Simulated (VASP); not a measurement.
# HfC (NiAs type) (P6_3/mmc) in VASP: relaxation of cell and atoms with PBE

Aim: the relaxation of cell and atoms of HfC (NiAs type) with PBE.

Program: VASP 6.6.1. These are calculated values, not measurements. Logs are shortened: lines on timing, memory, paths and dates and some standing lists are left out, and cuts for length are marked.

### 1 The cell of the first run

It takes space group P6_3/mmc (No. 194, hexagonal). Conventional cell: a = 2.854 Å, b = 2.854 Å, c = 4.423 Å, α = 90.00°, β = 90.00°, γ = 120.00°. Within 2.6 Å of Hf (site symmetry -3m) lie 6 C at 1.98 Å and 2 Hf at 2.21 Å. C (site symmetry -6m2) has 6 Hf at 1.98 Å within 2.6 Å.

### 2 Relaxation of cell and atoms, PBE, target pressure 280 GPa, at which the enthalpy is minimised

Contents of INCAR:

```
SYSTEM = HfC
PREC = Accurate
ENCUT = 600
EDIFF = 1E-6
ISMEAR = -1
SIGMA = 0.05
LREAL = .False.
LASPH = .True.
NELM = 100
ALGO = Normal
ISIF = 3
LWAVE = .False.
LCHARG = .False.
GGA = PE
IBRION = 2
NSW = 60
EDIFFG = -0.005
PSTRESS = 2800.0
```

Contents of KPOINTS:

```
Automatic mesh
0
Gamma
  11 11 6
  0 0 0
```

Contents of POSCAR:

```
HfC
1.0
    2.8536554008      0.0000000000      0.0000000000
   -1.4268277004      2.4713380707      0.0000000000
    0.0000000000      0.0000000000      4.4231658712
Hf C
2 2
Direct
    0.0000000000      0.0000000000      0.0000000000
    0.0000000000      0.0000000000      0.5000000000
    0.3333333333      0.6666666667      0.2500000000
    0.6666666667      0.3333333333      0.7500000000
```

Potentials or basis: VASP PAW PBE potentials, release 64 (Hf_pv, C).

Launch:

```
> cat potpaw_PBE.64/Hf_pv/POTCAR potpaw_PBE.64/C/POTCAR > POTCAR
> mpirun -np 1 vasp_std > vasp.out
```

OUTCAR:

```text
SYSTEM = HfC
   PREC = Accurate
   ENCUT = 600
   EDIFF = 1E-6
   ISMEAR = -1
   LREAL = .False.
   LASPH = .True.
   NELM = 100
   ISIF = 3
   GGA = PE
   IBRION = 2
   NSW = 60
   EDIFFG = -0.005
   PSTRESS = 2800.0

 ion  position               nearest neighbor table
   1  0.000  0.000  0.000-   3 1.98   4 1.98   3 1.98   4 1.98   4 1.98   3 1.98   2 2.21   2 2.21
                             2 3.61   2 3.61   2 3.61   2 3.61   2 3.61   2 3.61   2 3.61   2 3.61
   2  0.000  0.000  0.500-   3 1.98   4 1.98   3 1.98   4 1.98   4 1.98   3 1.98   1 2.21   1 2.21
                             1 3.61   1 3.61   1 3.61   1 3.61   1 3.61   1 3.61   1 3.61   1 3.61
   3  0.333  0.667  0.250-   1 1.98   2 1.98   1 1.98   2 1.98   1 1.98   2 1.98
   4  0.667  0.333  0.750-   1 1.98   2 1.98   1 1.98   2 1.98   1 1.98   2 1.98

  LATTYP: Found a hexagonal cell.
 ALAT       =     2.8536554008
 C/A-ratio  =     1.5500000000

  Lattice vectors:

 A1 = (   2.8536554008,   0.0000000000,   0.0000000000)
 A2 = (  -1.4268277004,   2.4713380707,   0.0000000000)
 A3 = (   0.0000000000,   0.0000000000,   4.4231658712)

Analysis of symmetry for initial positions (statically):
=====================================================================
 Subroutine PRICEL returns:
 Original cell was already a primitive cell.

 Routine SETGRP: Setting up the symmetry group for a
 hexagonal supercell.

 Subroutine GETGRP returns: Found 24 space group operations
 (whereof 12 operations were pure point group operations)
 out of a pool of 24 trial point group operations.

The static configuration has the point symmetry D_3d.
 The point group associated with its full space group is D_6h.

Analysis of symmetry for dynamics (positions and initial velocities):
=====================================================================
 Subroutine PRICEL returns:
 Original cell was already a primitive cell.

 Routine SETGRP: Setting up the symmetry group for a
 hexagonal supercell.

 Subroutine GETGRP returns: Found 24 space group operations
 (whereof 12 operations were pure point group operations)
 out of a pool of 24 trial point group operations.

The dynamic configuration has the point symmetry D_3d.
 The point group associated with its full space group is D_6h.

 Subroutine INISYM returns: Found 24 space group operations
 (whereof 12 operations are pure point group operations),
 and found     1 'primitive' translations

----------------------------------------------------------------------------------------

                                     Primitive cell

  volume of cell :      31.1937

  direct lattice vectors                    reciprocal lattice vectors
[... 107 lines left out ...]
   EFERMI_NEDOS =   21; number of points for ismear=-14 and -15
   IALGO  =     38    algorithm
   IMIX   =      4    mixing-type and parameters
     AMIX     =   0.40;   BMIX     =  1.00
     AMIX_MAG =   1.60;   BMIX_MAG =  1.00
  volume/ion in A,a.u.               =       7.80        52.63
  Fermi-wavevector in a.u.,A,eV,Ry     =   1.579205  2.984265 33.931416  2.493889
  Thomas-Fermi vector in A             =   2.679620
   LORBIT       =      0    0 simple, 1 ext, 2 COOP (PROOUT), +10 PAW based schemes
   GGA     = PE    functional components
   LHFCALC =     F    Hartree Fock is set to
   AEXX    =    0.0000 exact exchange contribution
   IVDW    =     0    specifies the selected vdW correction
   LEPSILON=     F    determine dielectric tensor
   LRPA    =     F    only Hartree local field effects (RPA)
 conjugate gradient relaxation of ions
 non-spin polarized calculation
  energy-cutoff  :      600.00
  volume of cell :       31.19
 maximum number of plane-waves:      1085
 NGX is ok and might be reduce to    24
   NGX = 11   NGY = 11   NGZ = 17

--------------------------------------- Ionic step        1  -------------------------------------------

 number of electron      27.9999998 magnetization

 Free energy of the ion-electron system (eV)
  ---------------------------------------------------
  ext. energy  EPLUGINS =         0.00000000
  ---------------------------------------------------
  free energy    TOTEN  =       -24.53135322 eV

  energy without entropy =      -24.52248342  energy(sigma->0) =      -24.52691832

------------------------ aborting loop because EDIFF is reached ----------------------------------------

  FORCE on cell =-STRESS in cart. coord.  units (eV):
  Direction    XX          YY          ZZ          XY          YZ          ZX
  --------------------------------------------------------------------------------------
  -------------------------------------------------------------------------------------
  Total       51.0085635     51.0085635     81.3109129      0.0000000     -0.0000000      0.0000000
  in kB     2619.9123499   2619.9123498   4176.3078652      0.0000000     -0.0000000      0.0000000
  external PRESSURE =     338.7108549 kB  Pullay stress =    2800.0000000 kB
[... 103 lines left out ...]
  energy  without entropy=      -30.6255727461  energy(sigma->0) =      -30.63326451

  enthalpy is  TOTEN    =        28.6954697819 eV   P V=       59.3364260482

 E-fermi :   9.6814     XC(G=0): -14.3671

 val. band max:        9.6810717027   @ k =   0.1818   0.1818   0.1667
 cond. band min:       9.6909679963   @ k =   0.2727   0.0909   0.1667
 fundamental gap:      0.0098962936
 Fermi energy:         9.6814055705

 k-point     1 :       0.0000    0.0000    0.0000
  band No.  band energies     occupation
      1     -22.0429      2.00000
      2     -18.6174      2.00000
      3     -18.6174      2.00000
      4     -18.0675      2.00000
      5     -18.0675      2.00000
      6     -17.7413      2.00000
[... 493 lines left out ...]
     17      13.8257      0.00000
     18      15.1981      0.00000

 [... further k-points ...]

[... ionic steps 4 to 10 ...]

--------------------------------------- Ionic step       11  -------------------------------------------

 number of electron      27.9999999 magnetization

------------------------ aborting loop because EDIFF is reached ----------------------------------------
[... 75 lines left out ...]
--------------------------------------- Ionic step       13  -------------------------------------------

 number of electron      27.9999999 magnetization

 Free energy of the ion-electron system (eV)
  ---------------------------------------------------
  ext. energy  EPLUGINS =         0.00000000
  ---------------------------------------------------
  free energy    TOTEN  =       -27.44581443 eV

  energy without entropy =      -27.43449346  energy(sigma->0) =      -27.44015394

 E-fermi :  10.4208     XC(G=0): -14.6808

 val. band max:       10.4147133096   @ k =   0.1818   0.1818   0.1667
 cond. band min:      10.4676730150   @ k =   0.2727   0.1818   0.0000
 fundamental gap:      0.0529597054
 Fermi energy:        10.4207909312

 k-point     1 :       0.0000    0.0000    0.0000
  band No.  band energies     occupation
      1     -21.2558      2.00000
      2     -17.6243      2.00000
      3     -17.6243      2.00000
      4     -17.4027      2.00000
      5     -17.1814      2.00000
      6     -17.1814      2.00000
[... 530 lines left out ...]
  energy  without entropy=      -27.4344934560  energy(sigma->0) =      -27.44015394

  enthalpy is  TOTEN    =        28.2008098155 eV   P V=       55.6466242483

 reached required accuracy - stopping structural energy minimisation
```

OSZICAR:

```text
N       E                     dE             d eps       ncg     rms          rms(c)
DAV:   1     0.139550076824E+03    0.13955E+03   -0.17967E+04  2304   0.180E+03
[... 115 lines left out ...]
       N       E                     dE             d eps       ncg     rms          rms(c)
DAV:   1    -0.274466335142E+02   -0.12964E+00   -0.52193E-02  2346   0.190E+00    0.570E-01
DAV:   2    -0.274460573437E+02    0.57617E-03   -0.15683E-03  2538   0.318E-01    0.225E-01
DAV:   3    -0.274458427382E+02    0.21461E-03   -0.29966E-04  2562   0.135E-01    0.186E-01
DAV:   4    -0.274458229152E+02    0.19823E-04   -0.34572E-05  2900   0.457E-02    0.163E-01
DAV:   5    -0.274458141004E+02    0.88149E-05   -0.13978E-05  2582   0.253E-02    0.440E-02
DAV:   6    -0.274458144329E+02   -0.33251E-06   -0.16980E-06  1336   0.895E-03
  13 F= 0.28200810E+02 E0= 0.28206470E+02  d E =-.184043E-03
```

Run time: 9.2 min. Hardware: 1 thread of AMD EPYC 7R43 (Zen 3), shared host; peak memory 0.16 GiB.

What came out:

* Free energy: -27.4458 eV
* Relaxed volume: 7.96 Å³/atom
* Relaxed cell: a = 2.705 Å, b = 2.705 Å, c = 5.025 Å, α = 90.00°, β = 90.00°, γ = 120.00°
* Space group after relaxing (to 0.05 Å): P6_3/mmc (No. 194)
* Energy change on relaxing (the enthalpy is what falls): -728.6 meV/atom
* Ionic steps: 13
* Pressure after relaxing: 280.0 GPa
* Band gap on the k mesh: zero (band 14 reaches 12.03 eV, above the bottom of band 15 at 9.83 eV)

The path:
| step | energy change (eV) | largest force (eV/Å) | pressure (GPa) | volume (Å³) |
| --- | --- | --- | --- | --- |
| 1 | 0.0000 | 0.0000 | 313.87 | 31.19 |
| 2 | -9.2034 | 0.0000 | 126.47 | 37.86 |
| 3 | -6.1096 | 0.0000 | 221.04 | 33.95 |
| 4 | -5.4635 | 0.0000 | 231.98 | 33.56 |
| 5 | 10.8719 | 0.0000 | 498.21 | 26.36 |
| 6 | -3.3801 | 0.0000 | 271.93 | 32.12 |
| 7 | -2.7087 | 0.0000 | 283.75 | 31.72 |
| 8 | -2.8312 | 0.0000 | 281.67 | 31.79 |
| 9 | -2.8932 | 0.0000 | 280.57 | 31.83 |
| 10 | -3.0506 | 0.0000 | 277.34 | 31.92 |
| 11 | -2.9709 | 0.0000 | 278.99 | 31.87 |
| 12 | -2.7856 | 0.0000 | 282.17 | 31.77 |
| 13 | -2.9145 | 0.0000 | 279.97 | 31.84 |

Final structure:
```yaml
crystal:
  lattice:
    - [2.70507, 0.00000, 0.00000]
    - [-1.35254, 2.34266, 0.00000]
    - [0.00000, 0.00000, 5.02462]
  atoms:
    - { symbol: Hf, position: [0.00000, 0.00000, 0.00000] }
    - { symbol: Hf, position: [0.00000, 0.00000, 0.50000] }
    - { symbol: C, position: [0.33333, 0.66667, 0.25000] }
    - { symbol: C, position: [0.66667, 0.33333, 0.75000] }
```

Caveat: the cell is relaxed towards a set pressure, so the enthalpy falls and the energy may rise; spin-orbit coupling is left out, which moves the levels of the heavy elements.
